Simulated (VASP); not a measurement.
Set up this calculation in VASP 6.6.1, as the native input.

| Property | Result |
| --- | --- |
| Task | relaxation of shape and atoms at fixed volume |
| Functional | PBE |
| Potentials or basis | VASP PAW PBE potentials, release 64 (Ag) |
| Cutoff | 600 eV |
| k mesh | 15 × 15 × 8 |
| Occupations | fermi-dirac, width 0.05 eV |
| Spin | no spin polarisation |
| Dipole correction | no |
| Further INCAR settings | ALGO = Normal; EDIFF = 1e-06; IBRION = 2; EDIFFG = -0.005; NSW = 50; ISIF = 4 |

The structure of Ag lies in POSCAR:

```
Ag
1.0
    2.4325741382      0.0000000000      0.0000000000
   -1.2162870691      2.1066710003      0.0000000000
    0.0000000000      0.0000000000      4.0417096259
Ag
2
Direct
    0.3333333333      0.6666666667      0.2500000000
    0.6666666667      0.3333333333      0.7500000000
```

The input as run:

INCAR

```
PREC = Accurate
ENCUT = 600
EDIFF = 1E-6
ISMEAR = -1
SIGMA = 0.05
LREAL = False
LASPH = True
NELM = 80
ALGO = Normal
ISIF = 4
LWAVE = False
LCHARG = False
GGA = PE
IBRION = 2
NSW = 50
EDIFFG = -0.005
```

KPOINTS

```
Automatic mesh
0
Gamma
  15 15 8
```

Potentials or basis: VASP PAW PBE potentials, release 64 (Ag).

Command:

```sh
$ cat potpaw_PBE.64/Ag/POTCAR > POTCAR
$ mpirun -np 1 vasp_std > vasp.out
```

Results of the run:

| Quantity | Value |
| --- | --- |
| Energy gained by relaxing | 2.7 meV/atom |
| Ionic steps | 6 |
| Pressure after relaxing | 227.4 GPa |
| Band gap on the k mesh | zero (band 11 reaches 23.99 eV, above the bottom of band 12 at 13.40 eV) |

It took 3 min on 1 thread of Intel(R) Xeon(R) Platinum 8175M CPU @ 2.50GHz (Skylake/Cascade Lake) (shared host), peak memory 0.17 GiB.
